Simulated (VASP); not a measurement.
# Si (I4_1/amd) in VASP: single point with PBEsol

Aim: the single point of Si with PBEsol.

Everything below comes from runs of VASP 6.6.1. Logs are shortened: lines on timing, memory, paths and dates and some standing lists are left out, and cuts for length are marked.

**1. The cell of the first run**

Symmetry: I4_1/amd, No. 141, tetragonal system. Conventional cell: a = 4.743 Å, b = 4.743 Å, c = 2.659 Å, α = 90.00°, β = 90.00°, γ = 90.00°. Si (site symmetry -4m2) has 10 Si at 2.46 to 3.10 Å within 3.3 Å.

**2. Single point, PBEsol**

INCAR reads:

```
SYSTEM = Si
ALGO     = Normal         ! electronic algorithm
EDIFF    = 1E-7           ! SCF threshold, eV
ENCUT    = 520            ! plane-wave cutoff, eV
GGA      = PS             ! functional
ISIF     = 2              ! what is computed and relaxed
ISMEAR   = 1              ! smearing method
LASPH    = .True.         ! aspherical terms in the spheres
LCHARG   = .False.        ! write CHGCAR
LREAL    = .False.        ! projectors in reciprocal space
LWAVE    = .False.        ! write WAVECAR
NBANDS   = 11             ! bands
NELM     = 80             ! most SCF steps
PREC     = Accurate       ! precision mode
SIGMA    = 0.1            ! smearing width, eV
```

KPOINTS reads:

```
k-points
0
Gamma
  12 12 12
  0 0 0
```

POSCAR reads:

```
Si
1.0
   -2.3713720000      2.3713720000      1.3292650000
    2.3713720000     -2.3713720000      1.3292650000
    2.3713720000      2.3713720000     -1.3292650000
Si
2
Direct
    0.2500000000      0.7500000000      0.5000000000
    0.5000000000      0.5000000000      0.0000000000
```

Potentials or basis: VASP PAW PBE potentials, release 64 (Si).

The run is started by

```
cat potpaw_PBE.64/Si/POTCAR > POTCAR
mpirun -np 1 vasp_std > vasp.out
```

OUTCAR:

```text
SYSTEM = Si
   EDIFF = 1E-7
   ENCUT = 520
   GGA = PS
   ISIF = 2
   ISMEAR = 1
   LASPH = .True.
   LREAL = .False.
   NELM = 80
   PREC = Accurate

 ion  position               nearest neighbor table
   1  0.250  0.750  0.500-   2 2.46   2 2.46   2 2.46   2 2.46   2 3.10   2 3.10   2 3.10   2 3.10

   2  0.500  0.500  0.000-   1 2.46   1 2.46   1 2.46   1 2.46   1 3.10   1 3.10   1 3.10   1 3.10

  LATTYP: Found a body centered tetragonal cell.
 ALAT       =     4.7427440000
 C/A-ratio  =     0.5605468058

  Lattice vectors:

 A1 = (  -2.3713720000,   2.3713720000,   1.3292650000)
 A2 = (   2.3713720000,  -2.3713720000,   1.3292650000)
 A3 = (   2.3713720000,   2.3713720000,  -1.3292650000)

Analysis of symmetry for initial positions (statically):
=====================================================================
 Subroutine PRICEL returns:
 Original cell was already a primitive cell.

 Routine SETGRP: Setting up the symmetry group for a
 body centered tetragonal supercell.

 Subroutine GETGRP returns: Found 16 space group operations
 (whereof  8 operations were pure point group operations)
 out of a pool of 16 trial point group operations.

The static configuration has the point symmetry D_2d.
 The point group associated with its full space group is D_4h.

Analysis of symmetry for dynamics (positions and initial velocities):
=====================================================================
 Subroutine PRICEL returns:
 Original cell was already a primitive cell.

 Routine SETGRP: Setting up the symmetry group for a
 body centered tetragonal supercell.

 Subroutine GETGRP returns: Found 16 space group operations
 (whereof  8 operations were pure point group operations)
 out of a pool of 16 trial point group operations.

The dynamic configuration has the point symmetry D_2d.
 The point group associated with its full space group is D_4h.

 Subroutine INISYM returns: Found 16 space group operations
 (whereof  8 operations are pure point group operations),
 and found     1 'primitive' translations

----------------------------------------------------------------------------------------

                                     Primitive cell

  volume of cell :      29.9000

  direct lattice vectors                    reciprocal lattice vectors
    -2.371372000  2.371372000  1.329265000     0.000000000  0.210848403  0.376147721
     2.371372000 -2.371372000  1.329265000     0.210848403  0.000000000  0.376147721
     2.371372000  2.371372000 -1.329265000     0.210848403  0.210848403  0.000000000

  length of vectors
     3.607458352  3.607458352  3.607458352     0.431212427  0.431212427  0.298184672

  position of ions in fractional coordinates (direct lattice)
     0.250000000  0.750000000  0.500000000
     0.500000000  0.500000000  0.000000000

  ion indices of the primitive-cell ions
   primitive index   ion index
                 1           1
                 2           2

----------------------------------------------------------------------------------------

 KPOINTS: k-points

Automatic generation of k-mesh.
 Grid dimensions read from file:
 generate k-points for:   12   12   12

 Generating k-lattice:

  Cartesian coordinates                     Fractional coordinates (reciprocal lattice)
     0.000000000  0.017570700  0.031345643     0.083333333  0.000000000  0.000000000
     0.017570700  0.000000000  0.031345643     0.000000000  0.083333333  0.000000000
     0.017570700  0.017570700  0.000000000     0.000000000  0.000000000  0.083333333

  Length of vectors
     0.035934369  0.035934369  0.024848723

  Shift w.r.t. Gamma in fractional coordinates (k-lattice)
     0.000000000  0.000000000  0.000000000

 Subroutine IBZKPT returns following result:
 ===========================================

 Found    163 irreducible k-points:

 Following reciprocal coordinates:
            Coordinates               Weight
  0.000000  0.000000  0.000000      1.000000
  0.083333 -0.000000  0.000000      8.000000
  0.166667 -0.000000  0.000000      8.000000
  0.250000  0.000000  0.000000      8.000000
  0.333333 -0.000000  0.000000      8.000000
  0.416667 -0.000000  0.000000      8.000000
[... 16 lines left out ...]
  0.500000  0.166667  0.000000     16.000000
 -0.416667  0.166667 -0.000000     16.000000
 [... further k-points ...]
   k-points           NKPTS =    163   k-points in BZ     NKDIM =    163   number of bands    NBANDS=     11
   number of dos      NEDOS =    301   number of ions     NIONS =      2
   total plane-waves  NPLWV =  21952
   dimension x,y,z NGX =    28 NGY =   28 NGZ =   28
   dimension x,y,z NGXF=    56 NGYF=   56 NGZF=   56
   ions per type =               2
   NGX,Y,Z   is equivalent  to a cutoff of  12.90, 12.90, 12.90 a.u.
   NGXF,Y,Z  is equivalent  to a cutoff of  25.81, 25.81, 25.81 a.u.
 SYSTEM =  Si
   PREC   = accura    normal or accurate (medium, high low for compatibility)
   ISTART =      0    job   : 0-new  1-cont  2-samecut
   ICHARG =      2    charge: 1-file 2-atom 10-const
   ISPIN  =      1    spin polarized calculation?
   LNONCOLLINEAR =      F non collinear calculations
   LSORBIT =      F    spin-orbit coupling
   LASPH  =      T    aspherical Exc in radial PAW
   ENCUT  =  520.0 eV  38.22 Ry    6.18 a.u.   6.71  6.71  6.71*2*pi/ulx,y,z
   NELM   =     80;   NELMIN=  2; NELMDL= -5     # of ELM steps
   EDIFF  = 0.1E-06   stopping-criterion for ELM
   LREAL  =      F    real-space projection
   EDIFFG = 0.1E-05   stopping-criterion for IOM
   NSW    =      0    number of steps for IOM
   IBRION =     -1    ionic relax: 0-MD 1-quasi-New 2-CG
   NFREE  =      0    steps in history (QN), initial steepest desc. (CG)
   ISIF   =      2    stress and relaxation
   ISYM   =      2    0-nonsym 1-usesym 2-fastsym
   POTIM  = 0.5000    time-step for ionic-motion
   TEBEG  =    0.0;   TEEND  =   0.0 temperature during run
   PSTRESS=    0.0 pullay stress
   NELECT =       8.0000    total number of electrons
   NUPDOWN=      -1.0000    fix difference up-down
   EMIN   =  10.00;   EMAX   =-10.00  energy-range for DOS
   EFERMI =   0.00;   METHOD = LEGACY
   ISMEAR =     1;   SIGMA  =   0.10  broadening in eV -4-tet -1-fermi 0-gaus
   EFERMI_NEDOS =   21; number of points for ismear=-14 and -15
   IALGO  =     38    algorithm
   IMIX   =      4    mixing-type and parameters
     AMIX     =   0.40;   BMIX     =  1.00
     AMIX_MAG =   1.60;   BMIX_MAG =  1.00
  volume/ion in A,a.u.               =      14.95       100.89
  Fermi-wavevector in a.u.,A,eV,Ry     =   1.054908  1.993487 15.140978  1.112831
  Thomas-Fermi vector in A             =   2.190086
   LORBIT       =      0    0 simple, 1 ext, 2 COOP (PROOUT), +10 PAW based schemes
   GGA     = PS    functional components
   LHFCALC =     F    Hartree Fock is set to
   AEXX    =    0.0000 exact exchange contribution
   IVDW    =     0    specifies the selected vdW correction
   LEPSILON=     F    determine dielectric tensor
   LRPA    =     F    only Hartree local field effects (RPA)
 non-spin polarized calculation
 Methfessel and Paxton  Order N= 1 SIGMA  =   0.10
  energy-cutoff  :      520.00
  volume of cell :       29.90
 maximum number of plane-waves:       818
   NGX = 13   NGY = 13   NGZ = 13

 number of electron       8.0000000 magnetization

 Free energy of the ion-electron system (eV)
  ---------------------------------------------------
  ext. energy  EPLUGINS =         0.00000000
  ---------------------------------------------------
  free energy    TOTEN  =       -11.11506215 eV

  energy without entropy =      -11.11490498  energy(sigma->0) =      -11.11500976

 E-fermi :   9.4059     XC(G=0): -11.0486

 val. band max:        9.3693815324   @ k =  -0.0833   0.5000   0.0833
 cond. band min:       9.4060958759   @ k =  -0.0833   0.0833   0.0833
 fundamental gap:      0.0367143435
 Fermi energy:         9.4059470180

 k-point     1 :       0.0000    0.0000    0.0000
  band No.  band energies     occupation
      1      -4.5620      2.00000
      2       6.9081      2.00000
      3       6.9081      2.00000
      4       7.6205      2.00000
      5      10.8372     -0.00000
      6      16.9014      0.00000
      7      18.4743      0.00000
      8      18.4800      0.00000
      9      18.4800      0.00000
     10      19.6136      0.00000
     11      20.0453      0.00000

 k-point     2 :       0.0833   -0.0000    0.0000
  band No.  band energies     occupation
      1      -4.3761      2.00000
      2       6.3716      2.00000
      3       6.8136      2.00000
      4       8.4699      2.00000
      5      11.2700     -0.00000
      6      15.7938      0.00000
      7      16.4567      0.00000
      8      17.9763      0.00000
      9      18.0671      0.00000
     10      19.2281      0.00000
     11      21.0597      0.00000

 k-point     3 :       0.1667   -0.0000    0.0000
  band No.  band energies     occupation
      1      -3.8196      2.00000
      2       5.9051      2.00000
      3       6.6726      2.00000
      4       9.7862     -0.00000
      5      12.3891      0.00000
      6      13.3745      0.00000
      7      14.1220      0.00000
      8      16.4804      0.00000
      9      16.6205      0.00000
     10      17.9594      0.00000
     11      20.5833      0.00000

 k-point     4 :       0.2500    0.0000    0.0000
  band No.  band energies     occupation
      1      -2.8967      2.00000
      2       5.7499      2.00000
      3       6.6754      2.00000
      4       9.6685     -0.00130
      5      11.9202      0.00000
      6      12.4432      0.00000
      7      13.4215      0.00000
      8      15.1171      0.00000
      9      15.4646      0.00000
     10      16.8593      0.00000
     11      21.1203      0.00000
[... 239 lines left out ...]
 k-point    22 :       0.4167    0.1667   -0.0000
  band No.  band energies     occupation
      1       1.1721      2.00000
      2       3.3914      2.00000
      3       4.4510      2.00000
      4       7.6887      2.00000
      5       9.1051      2.00018
      6      11.6306      0.00000
      7      13.2535      0.00000
      8      16.8302      0.00000
      9      18.4576      0.00000
     10      19.9486      0.00000
     11      22.1080      0.00000

 k-point    23 :       0.5000    0.1667    0.0000
  band No.  band energies     occupation
      1      -0.5766      2.00000
      2       3.4443      2.00000
      3       6.0251      2.00000
      4       7.5244      2.00000
      5       9.8991     -0.00000
      6      12.1376      0.00000
      7      14.3363      0.00000
      8      15.8002      0.00000
      9      18.1434      0.00000
     10      20.4401      0.00000
     11      20.6735      0.00000

 k-point    24 :      -0.4167    0.1667   -0.0000
  band No.  band energies     occupation
      1      -2.0203      2.00000
      2       3.0863      2.00000
      3       7.0791      2.00000
      4       8.8082      2.00000
      5      11.2117     -0.00000
      6      13.0940      0.00000
      7      13.5459      0.00000
      8      16.0565      0.00000
      9      17.6833      0.00000
     10      18.9599      0.00000
     11      20.1380      0.00000

 [... further k-points ...]
[... 5 lines left out ...]
  --------------------------------------------------------------------------------------
  -------------------------------------------------------------------------------------
  Total        0.4465706      0.4465706     -0.3425822      0.0000000      0.0000000      0.0000000
  in kB       23.9292873     23.9292873    -18.3571170      0.0000000      0.0000000      0.0000000
  external PRESSURE =       9.8338192 kB  Pullay stress =       0.0000000 kB

 VOLUME and BASIS-vectors are now :
 -----------------------------------------------------------------------------
  energy-cutoff  :      520.00
  volume of cell :       29.90
      direct lattice vectors                 reciprocal lattice vectors
    -2.371372000  2.371372000  1.329265000     0.000000000  0.210848403  0.376147721
     2.371372000 -2.371372000  1.329265000     0.210848403  0.000000000  0.376147721
     2.371372000  2.371372000 -1.329265000     0.210848403  0.210848403  0.000000000

 POSITION                                       TOTAL-FORCE (eV/Angst)
 -----------------------------------------------------------------------------------
      2.37137      0.00000      0.66463        -0.000000      0.000000     -0.000000
      0.00000      0.00000      1.32926         0.000000     -0.000000      0.000000
 -----------------------------------------------------------------------------------
    total drift:                                0.000000      0.000000      0.000000

  FREE ENERGIE OF THE ION-ELECTRON SYSTEM (eV)
  ---------------------------------------------------
  free  energy   TOTEN  =       -11.1150621472 eV

  energy  without entropy=      -11.1149049805  energy(sigma->0) =      -11.11500976
```

Wall time 40 s (1 thread of AMD EPYC 7R13 (Zen 3), shared host); peak memory 0.14 GiB.

What came out:

```
Free energy            : -11.1151 eV
Pressure               : 1.0 GPa
Band gap on the k mesh : zero (band 4 reaches 11.71 eV, above the bottom of band 5 at 4.80 eV)
```

Caveat: the PAW data sets were made with another functional, which shifts forces and pressure a little.
